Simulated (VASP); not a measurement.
# Sc (P6_3/mmc) in VASP: notebook

Sc is run at these levels: PBE; tasks: single point, relaxation of cell and atoms.

Program: VASP 6.6.1. These are calculated values, not measurements. Logs are shortened: lines on timing, memory, paths and dates and some standing lists are left out, and cuts for length are marked.

## (1) The cell of the first run

The structure is hexagonal, space group P6_3/mmc (No. 194). Conventional cell: a = 3.319 Å, b = 3.319 Å, c = 5.164 Å, α = 90.00°, β = 90.00°, γ = 120.00°. Within 4.2 Å of Sc (site symmetry -6m2) lie 12 Sc at 3.22 to 3.32 Å.

## (2) Single point, PBE

File INCAR:

```
PREC = Accurate
ENCUT = 520
EDIFF = 1E-6
ISMEAR = 0
SIGMA = 0.1
LREAL = F
LASPH = T
NELM = 100
ALGO = Normal
ISIF = 2
LWAVE = F
LCHARG = T
GGA = PE
LELF = T
LVHAR = T
NBANDS = 18
```

File KPOINTS:

```
Automatic mesh
0
Gamma
  15 15 8
```

File POSCAR:

```
Sc
1.0
    3.3189332467     -0.0000002998      0.0000000000
   -1.6594663637      2.8742806550      0.0000000000
    0.0000000000      0.0000000000      5.1640509359
Sc
2
Direct
    0.0000000000      0.0000000000      0.0000000000
    0.3333333333      0.6666666667      0.5000000000
```

Potentials or basis: VASP PAW PBE potentials, release 64 (Sc_sv).

The run is started by

```
$ cat potpaw_PBE.64/Sc_sv/POTCAR > POTCAR
$ mpirun -np 1 vasp_std > vasp.out
```

OUTCAR:

```text
PREC = Accurate
   ENCUT = 520
   EDIFF = 1E-6
   ISMEAR = 0
   LREAL = F
   LASPH = T
   NELM = 100
   ISIF = 2
   GGA = PE

 ion  position               nearest neighbor table
   1  0.000  0.000  0.000-   2 3.22   2 3.22   2 3.22   2 3.22   2 3.22   2 3.22
   2  0.333  0.667  0.500-   1 3.22   1 3.22   1 3.22   1 3.22   1 3.22   1 3.22

  LATTYP: Found a hexagonal cell.
 ALAT       =     3.3189332467
 C/A-ratio  =     1.5559369689

  Lattice vectors:

 A1 = (   3.3189332467,  -0.0000002998,   0.0000000000)
 A2 = (  -1.6594663637,   2.8742806550,   0.0000000000)
 A3 = (   0.0000000000,   0.0000000000,   5.1640509359)

Analysis of symmetry for initial positions (statically):
=====================================================================
 Subroutine PRICEL returns:
 Original cell was already a primitive cell.

 Routine SETGRP: Setting up the symmetry group for a
 hexagonal supercell.

 Subroutine GETGRP returns: Found 24 space group operations
 (whereof 12 operations were pure point group operations)
 out of a pool of 24 trial point group operations.

The static configuration has the point symmetry D_3h.
 The point group associated with its full space group is D_6h.

Analysis of symmetry for dynamics (positions and initial velocities):
=====================================================================
 Subroutine PRICEL returns:
 Original cell was already a primitive cell.

 Routine SETGRP: Setting up the symmetry group for a
 hexagonal supercell.

 Subroutine GETGRP returns: Found 24 space group operations
 (whereof 12 operations were pure point group operations)
 out of a pool of 24 trial point group operations.

The dynamic configuration has the point symmetry D_3h.
 The point group associated with its full space group is D_6h.

 Subroutine INISYM returns: Found 24 space group operations
 (whereof 12 operations are pure point group operations),
 and found     1 'primitive' translations

----------------------------------------------------------------------------------------

                                     Primitive cell

  volume of cell :      49.2627

  direct lattice vectors                    reciprocal lattice vectors
     3.318933247 -0.000000300  0.000000000     0.301301647  0.173956550  0.000000000
    -1.659466364  2.874280655  0.000000000     0.000000031  0.347913155  0.000000000
     0.000000000  0.000000000  5.164050936     0.000000000  0.000000000  0.193646425

  length of vectors
     3.318933247  3.318933247  5.164050936     0.347913155  0.347913155  0.193646425

  position of ions in fractional coordinates (direct lattice)
     0.000000000  0.000000000  0.000000000
     0.333333333  0.666666667  0.500000000

  ion indices of the primitive-cell ions
   primitive index   ion index
                 1           1
                 2           2

----------------------------------------------------------------------------------------

 KPOINTS: Automatic mesh

Automatic generation of k-mesh.
 Grid dimensions read from file:
 generate k-points for:   15   15    8

 Generating k-lattice:

  Cartesian coordinates                     Fractional coordinates (reciprocal lattice)
     0.020086776  0.011597103  0.000000000     0.066666667  0.000000000  0.000000000
     0.000000002  0.023194210  0.000000000     0.000000000  0.066666667  0.000000000
     0.000000000  0.000000000  0.024205803     0.000000000  0.000000000  0.125000000

  Length of vectors
     0.023194210  0.023194210  0.024205803

  Shift w.r.t. Gamma in fractional coordinates (k-lattice)
     0.000000000  0.000000000  0.000000000

 Subroutine IBZKPT returns following result:
 ===========================================

 Found    135 irreducible k-points:

 Following reciprocal coordinates:
            Coordinates               Weight
  0.000000  0.000000  0.000000      1.000000
  0.066667  0.000000  0.000000      6.000000
  0.133333  0.000000  0.000000      6.000000
  0.200000  0.000000  0.000000      6.000000
  0.266667  0.000000  0.000000      6.000000
  0.333333  0.000000  0.000000      6.000000
[... 16 lines left out ...]
  0.333333  0.200000  0.000000     12.000000
  0.400000  0.200000  0.000000      6.000000
 [... further k-points ...]
   k-points           NKPTS =    135   k-points in BZ     NKDIM =    135   number of bands    NBANDS=     18
   number of dos      NEDOS =    301   number of ions     NIONS =      2
   total plane-waves  NPLWV =  31360
   dimension x,y,z NGX =    28 NGY =   28 NGZ =   40
   dimension x,y,z NGXF=    56 NGYF=   56 NGZF=   80
   ions per type =               2
   NGX,Y,Z   is equivalent  to a cutoff of  14.03, 14.03, 12.88 a.u.
   NGXF,Y,Z  is equivalent  to a cutoff of  28.05, 28.05, 25.75 a.u.
 SYSTEM =  unknown system
   PREC   = accura    normal or accurate (medium, high low for compatibility)
   ISTART =      0    job   : 0-new  1-cont  2-samecut
   ICHARG =      2    charge: 1-file 2-atom 10-const
   ISPIN  =      1    spin polarized calculation?
   LNONCOLLINEAR =      F non collinear calculations
   LSORBIT =      F    spin-orbit coupling
   LASPH  =      T    aspherical Exc in radial PAW
   ENCUT  =  520.0 eV  38.22 Ry    6.18 a.u.   6.17  6.17  9.60*2*pi/ulx,y,z
   NELM   =    100;   NELMIN=  2; NELMDL= -5     # of ELM steps
   EDIFF  = 0.1E-05   stopping-criterion for ELM
   LREAL  =      F    real-space projection
   EDIFFG = 0.1E-04   stopping-criterion for IOM
   NSW    =      0    number of steps for IOM
   IBRION =     -1    ionic relax: 0-MD 1-quasi-New 2-CG
   NFREE  =      0    steps in history (QN), initial steepest desc. (CG)
   ISIF   =      2    stress and relaxation
   ISYM   =      2    0-nonsym 1-usesym 2-fastsym
   POTIM  = 0.5000    time-step for ionic-motion
   TEBEG  =    0.0;   TEEND  =   0.0 temperature during run
   PSTRESS=    0.0 pullay stress
   NELECT =      22.0000    total number of electrons
   NUPDOWN=      -1.0000    fix difference up-down
   EMIN   =  10.00;   EMAX   =-10.00  energy-range for DOS
   EFERMI =   0.00;   METHOD = LEGACY
   ISMEAR =     0;   SIGMA  =   0.10  broadening in eV -4-tet -1-fermi 0-gaus
   EFERMI_NEDOS =   21; number of points for ismear=-14 and -15
   IALGO  =     38    algorithm
   IMIX   =      4    mixing-type and parameters
     AMIX     =   0.40;   BMIX     =  1.00
     AMIX_MAG =   1.60;   BMIX_MAG =  1.00
  volume/ion in A,a.u.               =      24.63       166.22
  Fermi-wavevector in a.u.,A,eV,Ry     =   1.251343  2.364695 21.304805  1.565859
  Thomas-Fermi vector in A             =   2.385295
   LORBIT       =      0    0 simple, 1 ext, 2 COOP (PROOUT), +10 PAW based schemes
   GGA     = PE    functional components
   LHFCALC =     F    Hartree Fock is set to
   AEXX    =    0.0000 exact exchange contribution
   IVDW    =     0    specifies the selected vdW correction
   LEPSILON=     F    determine dielectric tensor
   LRPA    =     F    only Hartree local field effects (RPA)
 non-spin polarized calculation
 Gauss-broadening in eV      SIGMA  =   0.10
  energy-cutoff  :      520.00
  volume of cell :       49.26
 maximum number of plane-waves:      1345
 NGX is ok and might be reduce to    28

 number of electron      21.9999998 magnetization

 Free energy of the ion-electron system (eV)
  ---------------------------------------------------
  ext. energy  EPLUGINS =         0.00000000
  ---------------------------------------------------
  free energy    TOTEN  =       -12.50820950 eV

  energy without entropy =      -12.48740060  energy(sigma->0) =      -12.49780505

 E-fermi :   3.6833     XC(G=0):  -9.8796

 val. band max:        3.6828566899   @ k =   0.4000   0.2000   0.3750
 cond. band min:       3.6850412485   @ k =   0.4000  -0.0000   0.2500
 fundamental gap:      0.0021845586
 Fermi energy:         3.6832647526

 k-point     1 :       0.0000    0.0000    0.0000
  band No.  band energies     occupation
      1     -45.7327      2.00000
      2     -45.6612      2.00000
      3     -24.5627      2.00000
      4     -24.2214      2.00000
      5     -24.2214      2.00000
      6     -24.1544      2.00000
[... 10 lines left out ...]
     17       5.9905      0.00000
     18       5.9905      0.00000

 k-point     2 :       0.0667    0.0000    0.0000
  band No.  band energies     occupation
      1     -45.7306      2.00000
      2     -45.6605      2.00000
      3     -24.5569      2.00000
      4     -24.2324      2.00000
      5     -24.2253      2.00000
      6     -24.1660      2.00000
[... 10 lines left out ...]
     17       5.9111      0.00000
     18       5.9301      0.00000

 k-point     3 :       0.1333    0.0000    0.0000
  band No.  band energies     occupation
      1     -45.7246      2.00000
      2     -45.6587      2.00000
      3     -24.5400      2.00000
      4     -24.2637      2.00000
      5     -24.2360      2.00000
      6     -24.1985      2.00000
[... 10 lines left out ...]
     17       5.8944      0.00000
     18       5.9691      0.00000

 k-point     4 :       0.2000    0.0000    0.0000
  band No.  band energies     occupation
      1     -45.7156      2.00000
      2     -45.6562      2.00000
      3     -24.5135      2.00000
      4     -24.3102      2.00000
      5     -24.2513      2.00000
      6     -24.2454      2.00000
[... 375 lines left out ...]
      4     -24.3976      2.00000
      5     -24.3885      2.00000
      6     -24.3058      2.00000
[... 10 lines left out ...]
     17       7.3074      0.00000
     18       7.5862      0.00000

 k-point    23 :       0.3333    0.2000    0.0000
  band No.  band energies     occupation
      1     -45.6731      2.00000
      2     -45.6540      2.00000
      3     -24.4477      2.00000
      4     -24.3869      2.00000
      5     -24.3655      2.00000
      6     -24.3329      2.00000
[... 10 lines left out ...]
     17       7.4723      0.00000
     18       7.5804      0.00000

 k-point    24 :       0.4000    0.2000    0.0000
  band No.  band energies     occupation
      1     -45.6697      2.00000
      2     -45.6552      2.00000
      3     -24.4563      2.00000
      4     -24.3820      2.00000
      5     -24.3499      2.00000
      6     -24.3471      2.00000
[... 10 lines left out ...]
     17       7.4596      0.00000
     18       7.5799      0.00000

 [... further k-points ...]
[... 5 lines left out ...]
  --------------------------------------------------------------------------------------
  -------------------------------------------------------------------------------------
  Total        0.0115183      0.0115183      0.0022404      0.0000000     -0.0000000     -0.0000000
  in kB        0.3746120      0.3746120      0.0728639      0.0000000     -0.0000000     -0.0000000
  external PRESSURE =       0.2740293 kB  Pullay stress =       0.0000000 kB

 VOLUME and BASIS-vectors are now :
 -----------------------------------------------------------------------------
  energy-cutoff  :      520.00
  volume of cell :       49.26
      direct lattice vectors                 reciprocal lattice vectors
     3.318933247 -0.000000300  0.000000000     0.301301647  0.173956550  0.000000000
    -1.659466364  2.874280655  0.000000000     0.000000031  0.347913155  0.000000000
     0.000000000  0.000000000  5.164050936     0.000000000  0.000000000  0.193646425

 POSITION                                       TOTAL-FORCE (eV/Angst)
 -----------------------------------------------------------------------------------
      0.00000      0.00000      0.00000        -0.000000      0.000000      0.000000
      0.00000      1.91619      2.58203         0.000000     -0.000000      0.000000
 -----------------------------------------------------------------------------------
    total drift:                                0.000000     -0.000000     -0.000000

  FREE ENERGIE OF THE ION-ELECTRON SYSTEM (eV)
  ---------------------------------------------------
  free  energy   TOTEN  =       -12.5082095009 eV

  energy  without entropy=      -12.4874006038  energy(sigma->0) =      -12.49780505
```

Run time: 1.8 min. Hardware: 1 thread of Intel Xeon Platinum 8488C (Sapphire Rapids), shared host; peak memory 0.24 GiB.

What came out:

- Free energy: -12.5082 eV
- Pressure: 0.0 GPa
- Band gap on the k mesh: zero (band 11 reaches 4.66 eV, above the bottom of band 12 at 3.18 eV)

## (3) Relaxation of cell and atoms, PBE

This run uses another cell than the first one: it holds 6 atoms, not 2.

File INCAR:

```
  PREC = Accurate
  ENCUT = 600
  EDIFF = 1E-7
  ISMEAR = 0
  SIGMA = 0.1
  LREAL = False
  LASPH = True
  NELM = 100
  ALGO = Normal
  ISIF = 3
  LWAVE = False
  LCHARG = False
  GGA = PE
  IBRION = 2
  NSW = 65
  EDIFFG = -0.01
```

File KPOINTS:

```
Automatic mesh
0
Gamma
  15 15 3
```

File POSCAR:

```
Sc
1.0
    3.3189332467      0.0000000000      0.0000000000
   -1.6594666233      2.8742805051      0.0000000000
    0.0000000000      0.0000000000     15.4921528078
Sc
6
Direct
    0.0000000000      0.0000000000      0.0000000000
    0.3333333333      0.6666666667      0.1666666667
    0.6666666667      0.3333333333      0.3333333333
    0.0000000000      0.0000000000      0.5000000000
    0.6666666667      0.3333333333      0.6666666667
    0.3333333333      0.6666666667      0.8333333333
```

Potentials or basis: VASP PAW PBE potentials, release 64 (Sc_sv).

The run is started by

```
$ cat potpaw_PBE.64/Sc_sv/POTCAR > POTCAR
$ mpirun -np 1 vasp_std > vasp.out
```

Run time: 19 min. Hardware: 1 thread of Intel Xeon 6975P-C (Granite Rapids), shared host; peak memory 0.48 GiB.

It converged, with:

```
Free energy                  : -37.3461 eV
Energy gained by relaxing    : 4.1 meV/atom
Ionic steps                  : 7
Pressure after relaxing      : 0.0 GPa
Largest force after relaxing : 0.007 eV/Å
Band gap on the k mesh       : zero (band 33 reaches 4.43 eV, above the bottom of band 34 at 3.42 eV)
```

Forces on the atoms (eV/Å):
```
Sc   0.000  0.000  0.000
Sc   0.000  0.000 -0.007
Sc   0.000  0.000  0.007
Sc   0.000  0.000  0.000
Sc   0.000  0.000 -0.007
Sc   0.000  0.000  0.007
```

Step by step:
```csv
step,energy change (eV),largest force (eV/Å),pressure (GPa),volume (Å³)
1,0.0000,0.1306,0.06,147.79
2,-0.0172,0.0864,-0.02,147.99
3,-0.0229,0.0250,-0.13,148.26
4,-0.0240,0.0414,-0.11,148.19
5,-0.0245,0.0265,0.04,147.76
6,-0.0245,0.0219,0.10,147.61
7,-0.0248,0.0070,0.04,147.80
```

Final structure:
```yaml
crystal:
  lattice:
    - [3.28456, 0.00000, 0.00000]
    - [-1.64228, 2.84451, 0.00000]
    - [0.00000, 0.00000, 15.81920]
  atoms:
    - { symbol: Sc, position: [0.00000, 0.00000, 0.00000] }
    - { symbol: Sc, position: [0.33333, 0.66667, 0.16538] }
    - { symbol: Sc, position: [0.66667, 0.33333, 0.33462] }
    - { symbol: Sc, position: [0.00000, 0.00000, 0.50000] }
    - { symbol: Sc, position: [0.66667, 0.33333, 0.66538] }
    - { symbol: Sc, position: [0.33333, 0.66667, 0.83462] }
```

Levels at points of the mesh, in eV from the Fermi level:
| k point | band 31 | band 32 | band 33 | band 34 | band 35 | band 36 |
| --- | --- | --- | --- | --- | --- | --- |
| (0.00, 0.00, 0.00) | 0.35 | 0.43 | 0.55 | 1.17 | 1.27 | 1.48 |

## (4) Single point, PBE

This run uses another cell than the first one: it holds 6 atoms, not 2.

File INCAR:

```
SYSTEM = Sc
PREC = Accurate ; ENCUT = 520
EDIFF = 1E-7 ; ISMEAR = 0
SIGMA = 0.1 ; LREAL = .FALSE.
LASPH = .TRUE. ; NELM = 100
ALGO = Normal ; ISIF = 2
LWAVE = .FALSE. ; LCHARG = .FALSE.
GGA = PE ; NBANDS = 42
```

File KPOINTS:

```
regular mesh
0
G
  15 15 3
  0 0 0
```

File POSCAR:

```
Sc
1.0
    3.2842170975      0.0000000000      0.0000000000
   -1.6421085487      2.8442154380      0.0000000000
    0.0000000000      0.0000000000     15.8145774349
Sc
6
Direct
    0.0000000000      0.0000000000      0.0000000000
    0.3333333333      0.6666666667      0.1652451049
    0.6666666667      0.3333333333      0.3347548951
    0.0000000000      0.0000000000      0.5000000000
    0.6666666667      0.3333333333      0.6652451049
    0.3333333333      0.6666666667      0.8347548951
```

The run is started by

```
$ cat potpaw_PBE.64/Sc_sv/POTCAR > POTCAR
$ mpirun -np 1 vasp_std > vasp.out
```

Run time: 4.8 min. Hardware: 1 thread of AMD EPYC 9R45 (Zen 5), shared host; peak memory 0.35 GiB.

It converged, with:

| Quantity | Value |
| --- | --- |
| Free energy | -37.3450 eV |
| Pressure | 0.0 GPa |
| Largest force | 0.004 eV/Å |
| Band gap on the k mesh | zero (band 33 reaches 4.44 eV, above the bottom of band 34 at 3.43 eV) |

Forces in eV/Å, atoms in the order of the input:
```
Sc   0.000  0.000  0.000
Sc   0.000  0.000  0.004
Sc   0.000  0.000 -0.004
Sc   0.000  0.000  0.000
Sc   0.000  0.000  0.004
Sc   0.000  0.000 -0.004
```

Levels at points of the mesh, in eV from the Fermi level:
```
           k point  band 30  band 31  band 32  band 33  band 34  band 35  band 36  band 37
(0.00, 0.00, 0.00)    -1.72     0.35     0.42     0.56     1.17     1.28     1.48     1.48
```

## (5) The runs side by side

| task | cell | k mesh | cutoff (eV) | gap on the mesh (eV) | pressure (GPa) |
| --- | --- | --- | --- | --- | --- |
| single point | a = 3.319, b = 3.319, c = 5.164 Å, angles 90.0, 90.0, 120.0°, 2 atoms | 15 × 15 × 8 | 520 | none | 0.0 |
| relaxation of cell and atoms | relaxed from a = 3.319, b = 3.319, c = 15.492 Å, angles 90.0, 90.0, 120.0°, 6 atoms | 15 × 15 × 3 | 600 | none | 0.0 |
| single point | a = 3.284, b = 3.284, c = 15.815 Å, angles 90.0, 90.0, 120.0°, 6 atoms | 15 × 15 × 3 | 520 | none | 0.0 |

Alike in all rows: level PBE; potentials or basis VASP PAW PBE potentials, release 64 (Sc_sv); no spin polarisation; smearing gaussian 0.1 eV.

Total energies depend on the potentials used, so only differences within one code and one set of settings carry meaning.
